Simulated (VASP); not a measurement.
# Cd (P6_3/mmc) in VASP: notebook, part 3 of 3

VASP 6.6.1.

## 5. Single point, PBE

This run uses another cell than the first one, of 22.80 Å³/atom.

INCAR

```
  ALGO = Normal
  EDIFF = 1E-6
  ENCUT = 520
  GGA = PE
  ISIF = 2
  ISMEAR = -1
  LASPH = True
  LCHARG = False
  LREAL = False
  LWAVE = False
  NBANDS = 32
  NELM = 80
  PREC = Accurate
  SIGMA = 0.1
```

KPOINTS

```
k-points
0
Gamma
  15 15 4
```

POSCAR

```
Cd
1.0
    3.2060347706      0.0000000000      0.0000000000
   -1.6030173853      2.7765075567      0.0000000000
    0.0000000000      0.0000000000     10.2435020200
Cd
4
Direct
    0.0000000000      1.0000000000      0.0000000000
    0.0000000000      0.0000000000      0.5000000000
    0.3333333333      0.6666666667      0.2500000000
    0.6666666667      0.3333333333      0.7500000000
```

Potentials or basis: VASP PAW PBE potentials, release 64 (Cd).

Started as:

```sh
> cat potpaw_PBE.64/Cd/POTCAR > POTCAR
> mpirun -np 1 vasp_std > vasp.out
```

OUTCAR:

```text
EDIFF = 1E-6
   ENCUT = 520
   GGA = PE
   ISIF = 2
   ISMEAR = -1
   LASPH = True
   LREAL = False
   NELM = 80
   PREC = Accurate

 ion  position               nearest neighbor table
   1  0.000  0.000  0.000-   3 3.16   4 3.16   3 3.16   4 3.16   4 3.16   3 3.16
   2  0.000  0.000  0.500-   3 3.16   4 3.16   3 3.16   4 3.16   4 3.16   3 3.16
   3  0.333  0.667  0.250-   1 3.16   2 3.16   1 3.16   2 3.16   1 3.16   2 3.16
   4  0.667  0.333  0.750-   1 3.16   2 3.16   1 3.16   2 3.16   1 3.16   2 3.16

  LATTYP: Found a hexagonal cell.
 ALAT       =     3.2060347706
 C/A-ratio  =     3.1950689100

  Lattice vectors:

 A1 = (   3.2060347706,   0.0000000000,   0.0000000000)
 A2 = (  -1.6030173853,   2.7765075567,   0.0000000000)
 A3 = (   0.0000000000,   0.0000000000,  10.2435020200)

Analysis of symmetry for initial positions (statically):
=====================================================================
 Subroutine PRICEL returns:
 Original cell was already a primitive cell.

 Routine SETGRP: Setting up the symmetry group for a
 hexagonal supercell.

 Subroutine GETGRP returns: Found 24 space group operations
 (whereof 12 operations were pure point group operations)
 out of a pool of 24 trial point group operations.

The static configuration has the point symmetry D_3d.
 The point group associated with its full space group is D_6h.

Analysis of symmetry for dynamics (positions and initial velocities):
=====================================================================
 Subroutine PRICEL returns:
 Original cell was already a primitive cell.

 Routine SETGRP: Setting up the symmetry group for a
 hexagonal supercell.

 Subroutine GETGRP returns: Found 24 space group operations
 (whereof 12 operations were pure point group operations)
 out of a pool of 24 trial point group operations.

The dynamic configuration has the point symmetry D_3d.
 The point group associated with its full space group is D_6h.

 Subroutine INISYM returns: Found 24 space group operations
 (whereof 12 operations are pure point group operations),
 and found     1 'primitive' translations

----------------------------------------------------------------------------------------

                                     Primitive cell

  volume of cell :      91.1834

  direct lattice vectors                    reciprocal lattice vectors
     3.206034771  0.000000000  0.000000000     0.311911776  0.180082348  0.000000000
    -1.603017385  2.776507557  0.000000000     0.000000000  0.360164696  0.000000000
     0.000000000  0.000000000 10.243502020     0.000000000  0.000000000  0.097622864

  length of vectors
     3.206034771  3.206034771 10.243502020     0.360164696  0.360164696  0.097622864

  position of ions in fractional coordinates (direct lattice)
     0.000000000  0.000000000  0.000000000
     0.000000000  0.000000000  0.500000000
     0.333333333  0.666666667  0.250000000
     0.666666667  0.333333333  0.750000000

  ion indices of the primitive-cell ions
   primitive index   ion index
                 1           1
                 2           2
                 3           3
                 4           4

----------------------------------------------------------------------------------------

 KPOINTS: k-points
[... 22 lines left out ...]

 Following reciprocal coordinates:
            Coordinates               Weight
  0.000000  0.000000  0.000000      1.000000
  0.066667  0.000000  0.000000      6.000000
  0.133333  0.000000  0.000000      6.000000
  0.200000  0.000000  0.000000      6.000000
  0.266667  0.000000  0.000000      6.000000
  0.333333  0.000000  0.000000      6.000000
[... 16 lines left out ...]
  0.333333  0.200000  0.000000     12.000000
  0.400000  0.200000  0.000000      6.000000
 [... further k-points ...]
   k-points           NKPTS =     81   k-points in BZ     NKDIM =     81   number of bands    NBANDS=     32
   number of dos      NEDOS =    301   number of ions     NIONS =      4
   total plane-waves  NPLWV =  46080
   dimension x,y,z NGX =    24 NGY =   24 NGZ =   80
   dimension x,y,z NGXF=    48 NGYF=   48 NGZF=  160
   ions per type =               4
   NGX,Y,Z   is equivalent  to a cutoff of  12.44, 12.44, 12.98 a.u.
   NGXF,Y,Z  is equivalent  to a cutoff of  24.89, 24.89, 25.97 a.u.
 SYSTEM =  unknown system
   PREC   = accura    normal or accurate (medium, high low for compatibility)
   ISTART =      0    job   : 0-new  1-cont  2-samecut
   ICHARG =      2    charge: 1-file 2-atom 10-const
   ISPIN  =      1    spin polarized calculation?
   LNONCOLLINEAR =      F non collinear calculations
   LSORBIT =      F    spin-orbit coupling
   LASPH  =      T    aspherical Exc in radial PAW
   ENCUT  =  520.0 eV  38.22 Ry    6.18 a.u.   5.96  5.96 19.05*2*pi/ulx,y,z
   NELM   =     80;   NELMIN=  2; NELMDL= -5     # of ELM steps
   EDIFF  = 0.1E-05   stopping-criterion for ELM
   LREAL  =      F    real-space projection
   EDIFFG = 0.1E-04   stopping-criterion for IOM
   NSW    =      0    number of steps for IOM
   IBRION =     -1    ionic relax: 0-MD 1-quasi-New 2-CG
   NFREE  =      0    steps in history (QN), initial steepest desc. (CG)
   ISIF   =      2    stress and relaxation
   ISYM   =      2    0-nonsym 1-usesym 2-fastsym
   POTIM  = 0.5000    time-step for ionic-motion
   TEBEG  =    0.0;   TEEND  =   0.0 temperature during run
   PSTRESS=    0.0 pullay stress
   NELECT =      48.0000    total number of electrons
   NUPDOWN=      -1.0000    fix difference up-down
   EMIN   =  10.00;   EMAX   =-10.00  energy-range for DOS
   EFERMI =   0.00;   METHOD = LEGACY
   ISMEAR =    -1;   SIGMA  =   0.10  broadening in eV -4-tet -1-fermi 0-gaus
   EFERMI_NEDOS =   21; number of points for ismear=-14 and -15
   IALGO  =     38    algorithm
   IMIX   =      4    mixing-type and parameters
     AMIX     =   0.40;   BMIX     =  1.00
     AMIX_MAG =   1.60;   BMIX_MAG =  1.00
  volume/ion in A,a.u.               =      22.80       153.83
  Fermi-wavevector in a.u.,A,eV,Ry     =   1.321854  2.497941 23.773422  1.747297
  Thomas-Fermi vector in A             =   2.451577
   LORBIT       =      0    0 simple, 1 ext, 2 COOP (PROOUT), +10 PAW based schemes
   GGA     = PE    functional components
   LHFCALC =     F    Hartree Fock is set to
   AEXX    =    0.0000 exact exchange contribution
   IVDW    =     0    specifies the selected vdW correction
   LEPSILON=     F    determine dielectric tensor
   LRPA    =     F    only Hartree local field effects (RPA)
 non-spin polarized calculation
  energy-cutoff  :      520.00
  volume of cell :       91.18
 maximum number of plane-waves:      2486
 NGX is ok and might be reduce to    24
   NGX = 11   NGY = 11   NGZ = 39

 number of electron      47.9999986 magnetization

 Free energy of the ion-electron system (eV)
  ---------------------------------------------------
  ext. energy  EPLUGINS =         0.00000000
  ---------------------------------------------------
  free energy    TOTEN  =        -2.95824907 eV

  energy without entropy =       -2.91150545  energy(sigma->0) =       -2.93487726

 E-fermi :   2.6005     XC(G=0): -10.7601

 val. band max:        2.5567219618   @ k =   0.3333   0.3333   0.5000
 cond. band min:       2.6012250412   @ k =   0.4000   0.0667   0.2500
 fundamental gap:      0.0445030795
 Fermi energy:         2.6004646275

 k-point     1 :       0.0000    0.0000    0.0000
  band No.  band energies     occupation
      1      -6.9315      2.00000
      2      -6.6910      2.00000
      3      -6.6672      2.00000
      4      -6.5099      2.00000
      5      -6.5099      2.00000
      6      -6.5050      2.00000
[... 829 lines left out ...]
     31       6.8393      0.00000
     32       6.9913      0.00000

 [... further k-points ...]

------------------------ aborting loop because EDIFF is reached ----------------------------------------

  FORCE on cell =-STRESS in cart. coord.  units (eV):
  Direction    XX          YY          ZZ          XY          YZ          ZX
  --------------------------------------------------------------------------------------
  -------------------------------------------------------------------------------------
  Total        0.1549343      0.1549343      0.0442951      0.0000000      0.0000000      0.0000000
  in kB        2.7223413      2.7223413      0.7783069      0.0000000      0.0000000      0.0000000
  external PRESSURE =       2.0743299 kB  Pullay stress =       0.0000000 kB

 VOLUME and BASIS-vectors are now :
 -----------------------------------------------------------------------------
  energy-cutoff  :      520.00
  volume of cell :       91.18
      direct lattice vectors                 reciprocal lattice vectors
     3.206034771  0.000000000  0.000000000     0.311911776  0.180082348  0.000000000
    -1.603017385  2.776507557  0.000000000     0.000000000  0.360164696  0.000000000
     0.000000000  0.000000000 10.243502020     0.000000000  0.000000000  0.097622864

 POSITION                                       TOTAL-FORCE (eV/Angst)
 -----------------------------------------------------------------------------------
      0.00000      0.00000      0.00000         0.000000      0.000000     -0.000000
      0.00000      0.00000      5.12175         0.000000      0.000000     -0.000000
     -0.00000      1.85101      2.56088         0.000000      0.000000      0.000000
      1.60302      0.92550      7.68263        -0.000000     -0.000000      0.000000
 -----------------------------------------------------------------------------------
    total drift:                               -0.000000      0.000000     -0.000000

  FREE ENERGIE OF THE ION-ELECTRON SYSTEM (eV)
  ---------------------------------------------------
  free  energy   TOTEN  =        -2.9582490704 eV

  energy  without entropy=       -2.9115054521  energy(sigma->0) =       -2.93487726
```

stdout:

```text
POSCAR found type information on POSCAR Cd
 POSCAR found :  1 types and       4 ions
 scaLAPACK will be used
 LDA part: xc-table for (Slater+PW92), standard interpolation
 POSCAR, INCAR and KPOINTS ok, starting setup
 FFT: planning ... GRIDC
 FFT: planning ... GRID_SOFT
 FFT: planning ... GRID
 WAVECAR not read
 entering main loop
```

It took 3.5 min on 1 thread of Intel Xeon 8259CL, shared host; peak memory 0.31 GiB.

What came out:

```yaml
Free_energy: -2.9582 eV
Pressure: 0.2 GPa
Band_gap_on_the_k_mesh: zero (bands 24 and 25 overlap by 2.47 eV)
```

Levels at points of the mesh, in eV from the Fermi level:
```csv
k point,band 20,band 21,band 22,band 23,band 24,band 25,band 26,band 27,band 28,band 29
"(0.00, 0.00, 0.00)",-8.36,-8.36,-6.83,-6.81,-2.11,-1.20,6.40,6.40,11.73,11.73
"(0.00, 0.00, 0.50)",-8.43,-8.13,-8.13,-4.66,-4.66,2.08,2.08,11.16,11.16,12.04
```

## 6. The runs side by side

```tsv
cell	gap on the mesh (eV)	pressure (GPa)
a = 3.072, b = 3.072, c = 9.816 Å, angles 90.0, 90.0, 120.0°, 4 atoms	none	8.0
a = 3.118, b = 3.118, c = 9.963 Å, angles 90.0, 90.0, 120.0°, 4 atoms	none	4.7
a = 3.163, b = 3.163, c = 10.105 Å, angles 90.0, 90.0, 120.0°, 4 atoms	none	2.1
a = 3.206, b = 3.206, c = 10.244 Å, angles 90.0, 90.0, 120.0°, 4 atoms	none	0.2
```

Alike in all rows: task single point; level PBE; potentials or basis VASP PAW PBE potentials, release 64 (Cd); no spin polarisation; k mesh 15 × 15 × 4; cutoff (eV) 520; smearing fermi-dirac 0.1 eV.

Caveats: the cell stands under pressure (at least some runs).

Absolute energies hang on the potentials; compare differences alone.
